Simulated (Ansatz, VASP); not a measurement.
**Na: VASP beside Ansatz**

INCAR

```
PREC = Accurate
ENCUT = 520
EDIFF = 1E-7
ISMEAR = -1
SIGMA = 0.05
LREAL = False
LASPH = True
NELM = 100
ALGO = Normal
ISIF = 2
LWAVE = False
LCHARG = False
GGA = PS
NBANDS = 10
```

KPOINTS

```
Automatic mesh
0
Gamma
  13 13 13
```

File POSCAR:

```
Na
1.0
   -1.8510950420      1.8510950420      1.8510950420
    1.8510950420     -1.8510950420      1.8510950420
    1.8510950420      1.8510950420     -1.8510950420
Na
1
Direct
    0.0000000000      0.0000000000      0.0000000000
```

Input for Ansatz:

```yaml
crystal:
  lattice:
    - [-1.851095042, 1.851095042, 1.851095042]
    - [1.851095042, -1.851095042, 1.851095042]
    - [1.851095042, 1.851095042, -1.851095042]
  atoms:
    - { symbol: Na, position: [0.0, 0.0, 0.0] }
kpoints:
  mp_grid: { grid: [13, 13, 13] }
scf:
  occupations: { method: fermi_dirac, width: 0.05 }
hamiltonian:
  xc: pbesol
  pseudopotentials: { kind: paw }
output:
  forces: true
  stress: true
  eigenvalues: true
  populations: true
```

Change from the starting cell: volume scaled by 0.7, PAW files.

Alike in both runs: task single point; functional PBEsol; k mesh 13 × 13 × 13; occupations fermi-dirac, width 0.05 eV; no spin polarisation.

```csv
,VASP,Ansatz
version,VASP 6.6.1,Ansatz 0.2.0
potentials or method,"VASP PAW PBE potentials, release 64 (Na_pv)","PAW with Ansatz's default frozen-core files, scalar-relativistic"
plane-wave cutoff (eV),520,420
valence electrons in the cell,7,9
```

|  | VASP | Ansatz | Ansatz less VASP |
| --- | --- | --- | --- |
| pressure (GPa) | 5.5 | 5.5 | -0.02 |

VASP's potentials were made for PBE, not for PBEsol. VASP's potentials hold 7 valence electrons a cell and Ansatz's 9, so a difference there can come from the potentials and not from the codes.
